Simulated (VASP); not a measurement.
A run of VASP 6.6.1:

Contents of INCAR:

```
SYSTEM = GaN
  ALGO = Normal
  EDIFF = 1E-6
  ENCUT = 520
  GGA = PE
  ISIF = 2
  ISMEAR = 0
  LASPH = .True.
  LCHARG = .False.
  LREAL = .False.
  LWAVE = .False.
  NBANDS = 26
  NELM = 100
  PREC = Accurate
  SIGMA = 0.02
```

The input KPOINTS:

```
k-points
0
Gamma
  6 6 4
  0 0 0
```

Contents of POSCAR:

```
GaN
1.0
    3.2184289228      0.0000000000      0.0000000000
   -1.6092144614      2.7872412075      0.0000000000
    0.0000000000      0.0000000000      5.2430304722
Ga N
2 2
Direct
    0.3333333333      0.6666666667     -0.0008683125
    0.6666666667      0.3333333333      0.4991316875
    0.3333333333      0.6666666667      0.3758683125
    0.6666666667      0.3333333333      0.8758683125
```

Potentials or basis: VASP PAW PBE potentials, release 64 (Ga_d, N).

Command:

```bash
$ cat potpaw_PBE.64/Ga_d/POTCAR potpaw_PBE.64/N/POTCAR > POTCAR
$ mpirun -np 1 vasp_std > vasp.out
```

Hardware: 1 thread of AMD EPYC 7R13, with other jobs on the host.

Estimate the wall time of this run.

Wall time 60 s on 1 thread of AMD EPYC 7R13, on a shared host, peak memory 0.14 GiB. Counts: scf iterations 14, k points 21.
